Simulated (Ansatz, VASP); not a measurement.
Two plane-wave programs on LiH

The input POSCAR:

```
LiH
1.0
    0.0000000000      2.0123389126      2.0123389126
    2.0123389126      0.0000000000      2.0123389126
    2.0123389126      2.0123389126      0.0000000000
Li H
1 1
Direct
    0.0000000000      0.0000000000      0.0000000000
    0.5000000000      0.5000000000      0.5000000000
```

Contents of INCAR.step1:

```
SYSTEM = LiH
ALGO = Normal ; EDIFF = 1E-5
ENCUT = 830 ; GGA = PE
GGA_COMPAT = .FALSE. ; ISMEAR = 0
LASPH = .TRUE. ; LCHARG = .FALSE.
LREAL = .FALSE. ; LWAVE = .TRUE.
NBANDS = 9 ; NELM = 120
PREC = Accurate ; SIGMA = 0.01
```

INCAR.step2

```
SYSTEM = LiH
ALGO = Normal ; EDIFF = 1E-6
ENCUT = 830 ; GGA_COMPAT = .FALSE.
ISIF = 2 ; ISMEAR = 0
ISTART = 1 ; LASPH = .TRUE.
LCHARG = .FALSE. ; LMIXTAU = .TRUE.
LREAL = .FALSE. ; LWAVE = .FALSE.
METAGGA = R2SCAN ; NBANDS = 9
NELM = 120 ; PREC = Accurate
SIGMA = 0.01
```

Contents of KPOINTS:

```
k-points
0
G
  10 10 10
  0 0 0
```

Input for Ansatz:

```yaml
crystal:
  lattice:
    - [0.0, 2.01233891255, 2.01233891255]
    - [2.01233891255, 0.0, 2.01233891255]
    - [2.01233891255, 2.01233891255, 0.0]
  atoms:
    - { symbol: Li, position: [0.0, 0.0, 0.0] }
    - { symbol: H, position: [0.5, 0.5, 0.5] }
kpoints:
  mp_grid: { grid: [10, 10, 10] }
scf:
  occupations: { method: fixed }
  convergence: { dr2_threshold: 1.0e-10 }
hamiltonian:
  xc: r2scan
  pseudopotentials: { kind: paw }
output:
  forces: true
  stress: true
  eigenstates:
    kpoints:
      - [0.0, 0.0, 0.0]
      - [0.0, -0.5, -0.5]
      - [-0.5, 0.0, -0.5]
      - [-0.5, -0.5, 0.0]
      - [-0.5, 0.0, 0.0]
      - [0.0, -0.5, 0.0]
      - [0.0, 0.0, -0.5]
      - [-0.5, -0.5, -0.5]
  eigenvalues: true
```

Alike in both runs: task single point; functional r2SCAN; k mesh 10 × 10 × 10; no spin polarisation.

|  | VASP | Ansatz |
| --- | --- | --- |
| version | VASP 6.6.1 | Ansatz 0.2.0 |
| potentials or method | VASP PAW PBE potentials, release 64 (Li_sv, H) | PAW with Ansatz's default frozen-core files, scalar-relativistic |
| plane-wave cutoff (eV) | 830 | 500 |
| occupations | gaussian, width 0.01 eV | fixed |
| valence electrons in the cell | 4 | 4 |

Ansatz gave:

| Item | Value |
| --- | --- |
| gap on the k mesh at the Fermi level (eV) | 3.64 |
| pressure (GPa) | -0.5 |

**Question.** Estimate VASP's values.

**Answer.** gap on the k mesh at the Fermi level (eV): 3.58; pressure (GPa): -0.4.

VASP's potentials were made for PBE, not for r2SCAN.
